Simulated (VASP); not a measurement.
Here is a VASP 6.6.1 calculation.

INCAR

```
PREC = Accurate
ENCUT = 400
EDIFF = 1E-6
ISMEAR = 0
SIGMA = 0.02
LREAL = F
LASPH = T
NELM = 120
ALGO = Normal
ISIF = 2
LWAVE = F
LCHARG = T
GGA = PE
LELF = T
LVHAR = T
NELECT = 144.0
NBANDS = 86
GGA_COMPAT = F
```

Contents of KPOINTS:

```
Automatic mesh
0
Gamma
  2 2 2
  0.5 0.5 0.5
```

POSCAR

```
Zn4Sn4P8H
1.0
    2.8511725737     -2.8511725737      5.7169940440
    2.8511725737     -2.8511725737     -5.7169940440
    5.7023451474      5.7023451474      0.0000000000
Zn Sn P H
4 4 8 1
Direct
    0.0023859195      0.5034934907      0.2507651612
    0.4902576626     -0.0202377092      0.7464463988
    0.4642550208      0.5193260945      0.4447441245
    0.0003633937     -0.0007020263      0.0003885244
    0.4973617582      0.0007931108      0.2452384876
    0.0231863130      0.5038859567      0.7595576711
   -0.0009171553     -0.0106019651      0.4967906934
    0.5028282878      0.5059612279      0.0099725637
    0.1135295836      0.8627832940      0.2349553500
    0.6373129919      0.3436590214      0.7751431009
    0.1203355754      0.3613755327      0.0195837848
    0.6121954204      0.8660144709      0.5056587115
    0.1193136651      0.3755376508      0.4897975180
    0.6376652242      0.8880181175      0.9866929052
    0.6414692950      0.3846337992      0.2607185222
    0.1329295636      0.8868091316      0.7621208271
    0.6015901170      0.4589151389      0.6387504449
```

Potentials or basis: VASP PAW PBE potentials, release 64 (Zn, Sn_d, P, H).

Command:

```console
$ cat potpaw_PBE.64/Zn/POTCAR potpaw_PBE.64/Sn_d/POTCAR potpaw_PBE.64/P/POTCAR potpaw_PBE.64/H/POTCAR > POTCAR
$ mpirun -np 1 vasp_std > vasp.out
```

Problem. Predict the largest force.

Solution. 0.031 eV/Å.

Forces on the atoms (eV/Å):
```
Zn  -0.003 -0.002  0.000
Zn   0.000 -0.001 -0.004
Zn   0.001 -0.001  0.004
Zn  -0.002  0.002 -0.006
Sn  -0.001 -0.002  0.000
Sn   0.000  0.004  0.002
Sn  -0.001  0.000  0.005
Sn   0.000 -0.003  0.006
P    0.031  0.000 -0.001
P    0.008 -0.017 -0.024
P    0.007 -0.028  0.003
P   -0.001 -0.017 -0.002
P    0.004  0.026  0.001
P   -0.001  0.026  0.006
P   -0.023  0.011  0.000
P   -0.026 -0.007 -0.001
H    0.008  0.010  0.010
```

Caveat: the cell carries a net charge on a neutralising background, which shifts energy and pressure.
